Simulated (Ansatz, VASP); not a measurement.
This is a calculation of I for VASP 6.6.1.

The input INCAR:

```
ALGO = Normal ; EDIFF = 1E-6
ENCUT = 500 ; GGA = PE
GGA_COMPAT = F ; ISIF = 2
ISMEAR = -1 ; LASPH = T
LCHARG = F ; LREAL = F
LWAVE = F ; NBANDS = 10
NELM = 120 ; PREC = Accurate
SIGMA = 0.025
```

Contents of KPOINTS:

```
k-points
0
Gamma
  11 11 11
```

Contents of POSCAR:

```
I
1.0
   -1.5955958050      1.5955958050      4.2071683950
    1.5955958050     -1.5955958050      4.2071683950
    1.5955958050      1.5955958050     -4.2071683950
I
1
Direct
    0.0000000000      0.0000000000      0.0000000000
```

Potentials or basis: VASP PAW PBE potentials, release 64 (I).

Launch:

```console
$ cat potpaw_PBE.64/I/POTCAR > POTCAR
$ mpirun -np 1 vasp_std > vasp.out
```

Problem. Translate it to Ansatz 0.2.0. Potentials there: all-electron PAW datasets made for the crystal.

Solution. As run (the cutoff follows the program's own potentials):

input.yaml

```yaml
crystal:
  lattice: { a: 3.19119161, b: 3.19119161, c: 8.41433679, alpha: 90.0, beta: 90.0, gamma: 90.0 }
  space_group: 139
  setting: { hermann_mauguin: "I4/mmm" }
  reduce_to_primitive: true
  atoms:
    - { symbol: I, position: [0.0, 0.0, 0.0] }
kpoints:
  mp_grid: { grid: [11, 11, 11] }
scf:
  occupations: { method: fermi_dirac, width: 0.025 }
hamiltonian:
  xc: pbe
  pseudopotentials: { kind: all_electron, datasets: crystal }
output:
  forces: true
  stress: true
  eigenvalues: true
```

Potentials or basis: all-electron PAW datasets made for the crystal.

Command:

```sh
$ ansatz run input.yaml --threads 1 --pin off --max-ram 2560MiB --backend cpu --events-out ev --progress --plain --runs-dir out
```

Both were run:

|  | VASP | Ansatz | Ansatz less VASP |
| --- | --- | --- | --- |
| gap on the k mesh at the Fermi level (eV) | none | none | - |
| pressure (GPa) | 1.1 | 1.2 | +0.04 |
| traceless stress, the component that is largest in VASP (GPa) | -0.96 | -1.00 | -0.038 |

A gap of «none» marks a metal or a gap that the smearing closes. Ansatz ran all-electron here, and VASP with PAW potentials.

Neither program's run includes spin-orbit coupling.
